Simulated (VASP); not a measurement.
H (a cell with a defect), 15 atoms in the cell. The cell holds a defect, 15 atoms: a = 6.958 Å, b = 6.958 Å, c = 6.958 Å, α = 97.87°, β = 115.57°, γ = 115.57°. 

```yaml
Program: VASP 6.6.1
Task: single point
Functional: PBE
Potentials_or_basis: VASP PAW PBE potentials, release 64 (H)
Cutoff: 520 eV
k_mesh: 4 × 4 × 4
Occupations: tetrahedron
Spin: no spin polarisation
Dipole_correction: no
Further_INCAR_settings: LREAL = Auto; ALGO = Normal; EDIFF = 1e-07; NBANDS = 20
```

Potentials or basis: VASP PAW PBE potentials, release 64 (H).

Launch:

```sh
$ cat potpaw_PBE.64/H/POTCAR > POTCAR
$ mpirun -np 1 vasp_std > vasp.out
```

Hardware: 1 thread of Intel(R) Xeon(R) Platinum 8259CL CPU @ 2.50GHz (Skylake/Cascade Lake), on a shared host.

Q: How long does it take, and how much memory?

A: It took 2 min on 1 thread of Intel(R) Xeon(R) Platinum 8259CL CPU @ 2.50GHz (Skylake/Cascade Lake) (shared host), peak memory 0.38 GiB. Counts: scf iterations 16, k points 13.
